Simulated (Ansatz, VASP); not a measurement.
**Two plane-wave programs on Rb**

File INCAR:

```
  ALGO = Normal
  EDIFF = 1E-7
  ENCUT = 520
  GGA = PE
  ISIF = 2
  ISMEAR = -1
  LASPH = T
  LCHARG = T
  LELF = T
  LREAL = F
  LVHAR = T
  LWAVE = F
  NBANDS = 10
  NELM = 80
  PREC = Accurate
  SIGMA = 0.1
```

File KPOINTS:

```
k-points
0
Gamma
  10 10 10
```

The input POSCAR:

```
Rb
1.0
   -2.8359004032      2.8359004032      2.8359004032
    2.8359004032     -2.8359004032      2.8359004032
    2.8359004032      2.8359004032     -2.8359004032
Rb
1
Direct
    0.0000000000      0.0000000000      0.0000000000
```

Input for Ansatz:

```yaml
crystal:
  lattice:
    - [-2.8359004032, 2.8359004032, 2.8359004032]
    - [2.8359004032, -2.8359004032, 2.8359004032]
    - [2.8359004032, 2.8359004032, -2.8359004032]
  atoms:
    - { symbol: Rb, position: [0.0, 0.0, 0.0] }
kpoints:
  mp_grid: { grid: [10, 10, 10] }
  band_path:
    path:
      - [0.0, 0.0, 0.0]
      - [0.5, -0.5, 0.5]
      - [0.0, 0.0, 0.5]
      - [0.0, 0.0, 0.0]
      - [0.25, 0.25, 0.25]
      - [0.5, -0.5, 0.5]
      - [0.25, 0.25, 0.25]
      - [0.0, 0.0, 0.5]
    npoints: 8
scf:
  occupations: { method: fermi_dirac, width: 0.1 }
hamiltonian:
  xc: pbe
  pseudopotentials: { kind: paw }
output:
  forces: true
  stress: true
  eigenvalues: true
  populations: true
  dos: { projected: true, de: 0.2, e_range: [-14, 8] }
```

Change from the starting cell: volume scaled by 1, PAW files.

Alike in both runs: task single point; functional PBE; k mesh 10 × 10 × 10; occupations fermi-dirac, width 0.1 eV; no spin polarisation.

|  | VASP | Ansatz |
| --- | --- | --- |
| version | VASP 6.6.1 | Ansatz 0.2.0 |
| potentials or method | VASP PAW PBE potentials, release 64 (Rb_sv) | PAW with Ansatz's default frozen-core files, scalar-relativistic |
| plane-wave cutoff (eV) | 520 | 420 |
| valence electrons in the cell | 9 | 9 |

|  | VASP | Ansatz | Ansatz less VASP |
| --- | --- | --- | --- |
| pressure (GPa) | 0.0 | 0.0 | 0.00 |

The functional is the same, so the differences come from potentials, cutoffs and numerics.
